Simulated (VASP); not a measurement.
Here is a VASP 6.6.1 calculation.

POSCAR

```
BN
1.0
    2.5439665232      0.0000000000      0.0572392468
   -1.2719832616      2.2031396355     -0.0286196234
    0.0946742610      0.0000000000      4.2077449317
B N
2 2
Direct
    0.6666666667      0.3333333333      0.9997995909
    0.3333333333      0.6666666667      0.4997995909
    0.6666666667      0.3333333333      0.6252004091
    0.3333333333      0.6666666667      0.1252004091
```

The input INCAR.step1:

```
  PREC = Accurate
  ENCUT = 520
  ISMEAR = 0
  SIGMA = 0.05
  LREAL = False
  LASPH = True
  NELM = 100
  NBANDS = 16
  GGA = PE
  ALGO = Normal
  EDIFF = 1E-4
  LWAVE = True
  LCHARG = False
```

The input INCAR.step2:

```
  PREC = Accurate
  ENCUT = 520
  EDIFF = 1E-6
  ISMEAR = 0
  SIGMA = 0.05
  LREAL = False
  LASPH = True
  NELM = 100
  ALGO = Normal
  ISIF = 2
  LWAVE = False
  LCHARG = False
  METAGGA = R2SCAN
  LMIXTAU = True
  NBANDS = 16
  ISTART = 1
```

KPOINTS

```
regular mesh
0
Gamma
  12 12 6
```

Potentials or basis: VASP PAW PBE potentials, release 64 (B, N).

Run with:

```sh
$ cat potpaw_PBE.64/B/POTCAR potpaw_PBE.64/N/POTCAR > POTCAR
$ cp INCAR.step1 INCAR
$ mpirun -np 1 vasp_std > vasp.out
$ cp INCAR.step2 INCAR
$ mpirun -np 1 vasp_std > vasp.out
```

Problem. What does it give for the band gap on the k mesh?

Solution. 5.64 eV (least direct gap 8.86 eV).

Problem. Estimate the pressure.

Solution. 1.5 GPa.

Problem. What does it give for the largest force?

Solution. 0.110 eV/Å.

Stress tensor (GPa, compression positive):
```
  1.40   0.00 -15.86
  0.00   1.43   0.00
-15.86   0.00   1.74
```

Caveat: the cell differs from its parent crystal (strain +0.0450 x Voigt [0, 0, 0, 0, 1, 0]); the PAW data sets were made with another functional, which shifts forces and pressure a little. A k mesh can miss the band edges.
